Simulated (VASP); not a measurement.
Input of a VASP 6.6.1 run:

Contents of INCAR:

```
ALGO = Normal
EDIFF = 1E-7
ENCUT = 520
ISIF = 2
ISMEAR = -1
LASPH = True
LCHARG = False
LREAL = False
LWAVE = False
NBANDS = 11
NELM = 60
PREC = Accurate
SIGMA = 0.05
```

The input KPOINTS:

```
k-points
0
Gamma
  9 9 9
```

The input POSCAR:

```
NaH
1.0
    0.0000000000      2.4561594113      2.4561594113
    2.4561594113      0.0000000000      2.4561594113
    2.4561594113      2.4561594113      0.0000000000
Na H
1 1
Direct
    0.0000000000      0.0000000000      0.0000000000
    0.5000000000      0.5000000000      0.5000000000
```

Potentials or basis: VASP PAW LDA potentials, release 64 (Na_pv, H).

Run with:

```sh
$ cat potpaw_LDA.64/Na_pv/POTCAR potpaw_LDA.64/H/POTCAR > POTCAR
$ mpirun -np 1 vasp_std > vasp.out
```

What does it give for the band gap on the k mesh?

3.63 eV, indirect (least direct gap 4.37 eV).

Predict the pressure.

-3.0 GPa.

A k mesh can miss the band edges. As with any semilocal functional, this LDA gap is likely too small.
